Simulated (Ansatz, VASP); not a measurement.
**LiEuH4: VASP beside Ansatz**

```
CELL_PARAMETERS angstrom
4.32867 0.00000 0.00000
0.00000 4.32867 0.00000
0.00000 0.00000 2.86515
ATOMIC_POSITIONS crystal
Li 0.00000 0.00000 0.50000
Eu 0.50000 0.50000 0.50000
H 0.69411 0.00000 0.00000
H 0.30589 0.00000 0.00000
H 0.00000 0.69411 0.00000
H 0.00000 0.30589 0.00000
```

Alike in both runs: functional PBE; k mesh 4 × 4 × 6; occupations gaussian, width 0.1 eV; collinear spin.

Ansatz relaxed the structure, and its values are those at the end. VASP's run is a single point on that final structure, the one shown.

|  | VASP | Ansatz |
| --- | --- | --- |
| version | VASP 6.6.1 | Ansatz 0.2.0 |
| potentials or method | VASP PAW PBE potentials, release 64 (Li_sv, Eu, H), cutoff 520 eV | scalar-relativistic, plane waves, PAW |
| valence electrons in the cell | 24 | 24 |

```tsv
	VASP	Ansatz	Ansatz less VASP
gap on the k mesh at the Fermi level (eV)	none	none	-
net moment per atom (μB)	1.18	1.18	-0.001
size of the moment on the site where the two differ most (μB)	6.74	6.80	+0.061
```

Site moments also hang on the region over which each program counts them. A gap of «none» marks a metal or a gap that the smearing closes. The functional is the same, so the differences come from potentials, cutoffs and numerics.

The k mesh is coarse, so the values compare programs but aren't converged. Neither program's run includes spin-orbit coupling. Noted on VASP's run: the cutoff is under 1.25 times that of the potentials, so the pressure is a little rough.
